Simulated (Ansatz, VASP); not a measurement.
**Sn in VASP and in Ansatz**

The input INCAR:

```
SYSTEM = Sn
ALGO = Normal ; EDIFF = 1E-6
ENCUT = 520 ; GGA = RE
ISIF = 2 ; ISMEAR = -1
LASPH = .True. ; LCHARG = .True.
LELF = .True. ; LREAL = .False.
LVHAR = .True. ; LWAVE = .False.
NBANDS = 21 ; NELM = 100
PREC = Accurate ; SIGMA = 0.1
```

Contents of KPOINTS:

```
k-points
0
Gamma
  12 12 7
  0 0 0
```

File POSCAR:

```
Sn
1.0
    3.4461281466      0.0000000000      0.0000000000
   -1.7230640733      2.9844345197      0.0000000000
    0.0000000000      0.0000000000      5.7273824254
Sn
2
Direct
    0.3333333333      0.6666666667      0.2500000000
    0.6666666667      0.3333333333      0.7500000000
```

Input for Ansatz:

```yaml
crystal:
  lattice:
    - [3.4461281466, 0.0, 0.0]
    - [-1.7230640733, 2.9844345197, 0.0]
    - [0.0, 0.0, 5.7273824254]
  atoms:
    - { symbol: Sn, position: [0.3333333333, 0.6666666667, 0.25] }
    - { symbol: Sn, position: [0.6666666667, 0.3333333333, 0.75] }
hamiltonian:
  xc: revpbe
  pseudopotentials:
    kind: paw
    azcp:
      Sn: "pseudopotentials/Sn.paw.azcp"
basis:
  ecutwfc: 420
  fft_grid_basis: typed
kpoints:
  mp_grid: { grid: [12, 12, 7], shift: [0, 0, 0] }
magnetization:
  spin_polarized: false
scf:
  occupations: { method: fermi_dirac, width: 0.1 }
  lower_state_search: "off"
output:
  stress: true
```

Alike in both runs: task single point; functional revPBE; k mesh 12 × 12 × 7; occupations fermi-dirac, width 0.1 eV; no spin polarisation.

|  | VASP | Ansatz |
| --- | --- | --- |
| version | VASP 6.6.1 | Ansatz 0.2.0 |
| potentials or method | VASP PAW PBE potentials, release 64 (Sn_d), cutoff 520 eV | plane waves (420 eV) with PAW, scalar-relativistic |
| valence electrons in the cell | 28 | 28 |

Ansatz gave:

| Item | Value |
| --- | --- |
| pressure (GPa) | -1.4 |
| traceless stress, the component that is largest in VASP (GPa) | -0.54 |

Task: What did VASP give for the same quantities?

Result: Pressure (GPa): -1.5; traceless stress, the component that is largest in VASP (GPa): -0.53.

VASP's potentials were made for PBE, not for revPBE.
